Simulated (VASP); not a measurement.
Wanted: the native input for a VASP 6.6.1 run.

```
Task                   : single point
Functional             : r2SCAN
Potentials or basis    : VASP PAW PBE potentials, release 64 (Al, Ru_pv)
Cutoff                 : 520 eV
k mesh                 : 18 × 18 × 18
Occupations            : gaussian, width 0.1 eV
Spin                   : no spin polarisation
Dipole correction      : no
Further INCAR settings : ALGO = Normal; EDIFF = 1e-06; NBANDS = 17
```

The system is Al2Ru.

```
Al Ru
1.0
    -1.53191    1.53191    4.13869
     1.53191   -1.53191    4.13869
     1.53191    1.53191   -4.13869
Al Ru
2 1
Direct
  0.66018 0.66018 0.00000
  0.33982 0.33982 0.00000
  0.00000 0.00000 0.00000
```

The input as run:

POSCAR

```
Al2Ru
1.0
   -1.5319091861      1.5319091861      4.1386854106
    1.5319091861     -1.5319091861      4.1386854106
    1.5319091861      1.5319091861     -4.1386854106
Al Ru
2 1
Direct
    0.6601803387      0.6601803387      0.0000000000
    0.3398196613      0.3398196613      0.0000000000
    0.0000000000      0.0000000000      0.0000000000
```

INCAR.step1

```
ALGO = Normal ; EDIFF = 1E-4
ENCUT = 520 ; GGA = PE
ISMEAR = 0 ; LASPH = T
LCHARG = F ; LREAL = F
LWAVE = T ; NBANDS = 17
NELM = 100 ; PREC = Accurate
SIGMA = 0.1
```

INCAR.step2

```
ALGO = Normal ; EDIFF = 1E-6
ENCUT = 520 ; ISIF = 2
ISMEAR = 0 ; ISTART = 1
LASPH = T ; LCHARG = F
LMIXTAU = T ; LREAL = F
LWAVE = F ; METAGGA = R2SCAN
NBANDS = 17 ; NELM = 100
PREC = Accurate ; SIGMA = 0.1
```

KPOINTS

```
k-points
0
Gamma
  18 18 18
```

Potentials or basis: VASP PAW PBE potentials, release 64 (Al, Ru_pv).

The run is started by

```sh
$ cat potpaw_PBE.64/Al/POTCAR potpaw_PBE.64/Ru_pv/POTCAR > POTCAR
$ cp INCAR.step1 INCAR
$ mpirun -np 1 vasp_std > vasp.out
$ cp INCAR.step2 INCAR
$ mpirun -np 1 vasp_std > vasp.out
```

It gave:

```yaml
Pressure: 11.9 GPa
Largest_force: 0.018 eV/Å
Band_gap_on_the_k_mesh: zero (bands 10 and 11 overlap by 0.03 eV)
```

Caveat: the cell stands under pressure; the PAW data sets were made with another functional, which shifts forces and pressure a little.

Run time: 26 min on 1 thread of AMD EPYC 9R45 96-Core Processor (Zen 5) (shared host), peak memory 0.42 GiB.
